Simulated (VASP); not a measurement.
# Al2O3 (Corundum) (R-3c) in VASP: notebook, part 2 of 2

VASP 6.6.1.

### Step 4. Single point, PBE

This run uses another cell than the first one, of 8.76 Å³/atom, 1.030 times its volume.

INCAR reads:

```
SYSTEM = Al2O3
PREC = Accurate ; ENCUT = 520
EDIFF = 1E-6 ; ISMEAR = -1
SIGMA = 0.05 ; LREAL = .FALSE.
LASPH = .TRUE. ; NELM = 80
ALGO = Normal ; ISIF = 2
LWAVE = .FALSE. ; LCHARG = .TRUE.
GGA = PE ; LELF = .TRUE.
LVHAR = .TRUE. ; NBANDS = 35
```

KPOINTS reads:

```
Automatic mesh
0
G
  7 7 7
  0 0 0
```

POSCAR reads:

```
Al2O3
1.0
    2.4043566594      1.3881559645      4.3745031441
   -2.4043566594      1.3881559645      4.3745031441
    0.0000000000     -2.7763119290      4.3745031441
Al O
4 6
Direct
    0.8521455290      0.8521455290      0.8521455290
    0.6478544710      0.6478544710      0.6478544710
    0.1478544710      0.1478544710      0.1478544710
    0.3521455290      0.3521455290      0.3521455290
    0.0561715935      0.7500000000      0.4438284065
    0.7500000000      0.4438284065      0.0561715935
    0.4438284065      0.0561715935      0.7500000000
    0.9438284065      0.2500000000      0.5561715935
    0.2500000000      0.5561715935      0.9438284065
    0.5561715935      0.9438284065      0.2500000000
```

Potentials or basis: VASP PAW PBE potentials, release 64 (Al, O).

On the command line:

```bash
cat potpaw_PBE.64/Al/POTCAR potpaw_PBE.64/O/POTCAR > POTCAR
mpirun -np 1 vasp_std > vasp.out
```

OUTCAR:

```text
SYSTEM = Al2O3
   PREC = Accurate
   ENCUT = 520
   EDIFF = 1E-6
   ISMEAR = -1
   LREAL = .FALSE.
   LASPH = .TRUE.
   NELM = 80
   ISIF = 2
   GGA = PE

 ion  position               nearest neighbor table
   1  0.852  0.852  0.852-   8 1.87  10 1.87   9 1.87   6 1.99   5 1.99   7 1.99   2 2.68   3 2.82
                             3 2.82   3 2.82   2 3.25   2 3.25   2 3.25
   2  0.648  0.648  0.648-   9 1.87  10 1.87   8 1.87   6 1.99   5 1.99   7 1.99   1 2.68   4 2.82
                             4 2.82   4 2.82   1 3.25   1 3.25   1 3.25
   3  0.148  0.148  0.148-   5 1.87   7 1.87   6 1.87   8 1.99   9 1.99  10 1.99   4 2.68   1 2.82
                             1 2.82   1 2.82   4 3.25   4 3.25   4 3.25
   4  0.352  0.352  0.352-   6 1.87   7 1.87   5 1.87   8 1.99   9 1.99  10 1.99   3 2.68   2 2.82
                             2 2.82   2 2.82   3 3.25   3 3.25   3 3.25
   5  0.056  0.750  0.444-   3 1.87   4 1.87   1 1.99   2 1.99
   6  0.750  0.444  0.056-   4 1.87   3 1.87   1 1.99   2 1.99
   7  0.444  0.056  0.750-   3 1.87   4 1.87   1 1.99   2 1.99
   8  0.944  0.250  0.556-   1 1.87   2 1.87   3 1.99   4 1.99
   9  0.250  0.556  0.944-   2 1.87   1 1.87   3 1.99   4 1.99
  10  0.556  0.944  0.250-   1 1.87   2 1.87   3 1.99   4 1.99

  LATTYP: Found a trigonal (rhomboedric) cell.
 ALAT       =     5.1811374895
 COS(alpha) =     0.5692973508

  Lattice vectors:

 A1 = (   2.4043566594,   1.3881559645,   4.3745031441)
 A2 = (  -2.4043566594,   1.3881559645,   4.3745031441)
 A3 = (   0.0000000000,  -2.7763119290,   4.3745031441)

Analysis of symmetry for initial positions (statically):
=====================================================================
 Subroutine PRICEL returns:
 Original cell was already a primitive cell.

 Routine SETGRP: Setting up the symmetry group for a
 trigonal (rhombohedral) supercell.

 Subroutine GETGRP returns: Found 12 space group operations
 (whereof  6 operations were pure point group operations)
[... 159 lines left out ...]
   GGA     = PE    functional components
   LHFCALC =     F    Hartree Fock is set to
   AEXX    =    0.0000 exact exchange contribution
   IVDW    =     0    specifies the selected vdW correction
   LEPSILON=     F    determine dielectric tensor
   LRPA    =     F    only Hartree local field effects (RPA)
 non-spin polarized calculation
  energy-cutoff  :      520.00
  volume of cell :       87.60
 maximum number of plane-waves:      2381
   NGX = 19   NGY = 19   NGZ = 19

 number of electron      48.0000008 magnetization

 Free energy of the ion-electron system (eV)
  ---------------------------------------------------
  ext. energy  EPLUGINS =         0.00000000
  ---------------------------------------------------
  free energy    TOTEN  =       -74.81222843 eV

  energy without entropy =      -74.81222843  energy(sigma->0) =      -74.81222843

 E-fermi :   6.8883     XC(G=0): -11.5381

 val. band max:        5.7998720522   @ k =   0.0000   0.0000   0.0000
 cond. band min:      11.6469184555   @ k =   0.0000   0.0000   0.0000
 fundamental gap:      5.8470464032
 Fermi energy:         6.8883465002

 k-point     1 :       0.0000    0.0000    0.0000
  band No.  band energies     occupation
      1     -13.2135      2.00000
      2     -10.9929      2.00000
      3     -10.7300      2.00000
      4     -10.7300      2.00000
      5     -10.4235      2.00000
      6     -10.4235      2.00000
[... 901 lines left out ...]
     34      19.1196      0.00000
     35      19.4090      0.00000

 [... further k-points ...]

------------------------ aborting loop because EDIFF is reached ----------------------------------------

  FORCE on cell =-STRESS in cart. coord.  units (eV):
  Direction    XX          YY          ZZ          XY          YZ          ZX
  --------------------------------------------------------------------------------------
  -------------------------------------------------------------------------------------
  Total       -0.0705336     -0.0705336     -0.0884047     -0.0000000      0.0000000      0.0000000
  in kB       -1.2900002     -1.2900002     -1.6168469     -0.0000000      0.0000000      0.0000000
  external PRESSURE =      -1.3989491 kB  Pullay stress =       0.0000000 kB

 VOLUME and BASIS-vectors are now :
 -----------------------------------------------------------------------------
  energy-cutoff  :      520.00
  volume of cell :       87.60
      direct lattice vectors                 reciprocal lattice vectors
     2.404356659  1.388155964  4.374503144     0.207955836  0.120063358  0.076199130
    -2.404356659  1.388155964  4.374503144    -0.207955836  0.120063358  0.076199130
     0.000000000 -2.776311929  4.374503144     0.000000000 -0.240126716  0.076199130

 POSITION                                       TOTAL-FORCE (eV/Angst)
 -----------------------------------------------------------------------------------
      0.00000      0.00000     11.18314        -0.000000      0.000000      0.004245
      0.00000      0.00000      8.50212        -0.000000     -0.000000     -0.004245
      0.00000      0.00000      1.94037        -0.000000      0.000000     -0.004245
      0.00000      0.00000      4.62139        -0.000000      0.000000      0.004245
     -1.66821     -0.11311      5.46813        -0.000060     -0.000104     -0.000000
      0.73615      1.50127      5.46813        -0.000060      0.000104     -0.000000
      0.93207     -1.38816      5.46813         0.000120     -0.000000     -0.000000
      1.66821      0.11311      7.65538         0.000060      0.000104     -0.000000
     -0.73615     -1.50127      7.65538         0.000060     -0.000104     -0.000000
     -0.93207      1.38816      7.65538        -0.000120     -0.000000     -0.000000
 -----------------------------------------------------------------------------------
    total drift:                               -0.000000     -0.000000      0.000000

  FREE ENERGIE OF THE ION-ELECTRON SYSTEM (eV)
  ---------------------------------------------------
  free  energy   TOTEN  =       -74.8122284252 eV

  energy  without entropy=      -74.8122284252  energy(sigma->0) =      -74.81222843
```

OSZICAR:

```text
N       E                     dE             d eps       ncg     rms          rms(c)
DAV:   1     0.225421431346E+03    0.22542E+03   -0.25292E+04  3080   0.131E+03
DAV:   2    -0.699601726377E+02   -0.29538E+03   -0.28530E+03  3965   0.284E+02
DAV:   3    -0.826856863227E+02   -0.12726E+02   -0.12677E+02  3981   0.601E+01
DAV:   4    -0.827856885788E+02   -0.10000E+00   -0.99940E-01  3832   0.614E+00
DAV:   5    -0.827869070725E+02   -0.12185E-02   -0.12183E-02  3902   0.678E-01    0.174E+01
DAV:   6    -0.747408533789E+02    0.80461E+01   -0.28503E+01  3732   0.283E+01    0.589E+00
DAV:   7    -0.747901253045E+02   -0.49272E-01   -0.85956E-01  3695   0.453E+00    0.327E+00
DAV:   8    -0.748079612704E+02   -0.17836E-01   -0.91002E-02  3741   0.230E+00    0.682E-01
DAV:   9    -0.748115759438E+02   -0.36147E-02   -0.22405E-02  3992   0.799E-01    0.313E-01
DAV:  10    -0.748122678663E+02   -0.69192E-03   -0.87452E-04  3461   0.175E-01    0.759E-02
DAV:  11    -0.748122257707E+02    0.42096E-04   -0.38350E-04  3872   0.111E-01    0.224E-02
DAV:  12    -0.748122290813E+02   -0.33107E-05   -0.21657E-05  3584   0.277E-02    0.633E-03
DAV:  13    -0.748122284252E+02    0.65609E-06   -0.39612E-06  3816   0.109E-02
   1 F= -.74812228E+02 E0= -.74812228E+02  d E =-.645117E-10
```

stdout:

```text
POSCAR found type information on POSCAR AlO
 POSCAR found :  2 types and      10 ions
 scaLAPACK will be used
 LDA part: xc-table for (Slater+PW92), standard interpolation
 POSCAR, INCAR and KPOINTS ok, starting setup
 FFT: planning ... GRIDC
 FFT: planning ... GRID_SOFT
 FFT: planning ... GRID
 WAVECAR not read
 entering main loop
```

Wall time 91 s (1 thread of Intel Xeon 6975P-C (Granite Rapids), shared host); peak memory 0.27 GiB.

Results:

| Quantity | Value |
| --- | --- |
| Free energy | -74.8122 eV |
| Pressure | -0.1 GPa |
| Largest force | 0.004 eV/Å |
| Band gap on the k mesh | 5.85 eV, direct |

Forces in eV/Å, atoms in the order of the input:
```
Al   0.000  0.000  0.004
Al   0.000  0.000 -0.004
Al   0.000  0.000 -0.004
Al   0.000  0.000  0.004
O    0.000  0.000  0.000
O    0.000  0.000  0.000
O    0.000  0.000  0.000
O    0.000  0.000  0.000
O    0.000  0.000  0.000
O    0.000  0.000  0.000
```

### Step 5. Summary

| level | cell | gap on the mesh (eV) | pressure (GPa) | largest force (eV/Å) |
| --- | --- | --- | --- | --- |
| PBEsol | a = 5.130 Å, angles 55.3°, 10 atoms | 6.12 | 1.8 | 0.09 |
| revPBE | a = 5.164 Å, angles 55.3°, 10 atoms | 6.04 | 5.7 | 0.02 |
| PBE | a = 5.181 Å, angles 55.3°, 10 atoms | 5.85 | -0.1 | - |

Alike in all rows: task single point; potentials or basis VASP PAW PBE potentials, release 64 (Al, O); no spin polarisation; k mesh 7 × 7 × 7; cutoff (eV) 520; smearing fermi-dirac 0.05 eV.

Caveats: the PAW data sets were made with another functional, which shifts forces and pressure a little (some runs).

Absolute energies hang on the potentials; compare differences alone.

### Step 6. Against experiment

Step 2. Against the measured gap of Al2O3, 8.7 eV (optical; quoted in “Multi-petahertz electron interference in Cr:Al2O3 solid-state material”, 2018, pmc:5906618), the calculated 6.12 eV is off by -2.58 eV. The value is that of PBEsol on a finite k mesh, which can miss the band edges, without temperature or zero-point motion. Semilocal functionals fall short of measured gaps as a rule.

Step 4. Measured gap of Al2O3: 8.7 eV (optical; quoted in “Multi-petahertz electron interference in Cr:Al2O3 solid-state material”, 2018, pmc:5906618). This calculation gives 5.85 eV (-2.85 eV). The value is that of PBE on a finite k mesh, which can miss the band edges, without temperature or zero-point motion. Semilocal functionals fall short of measured gaps as a rule.
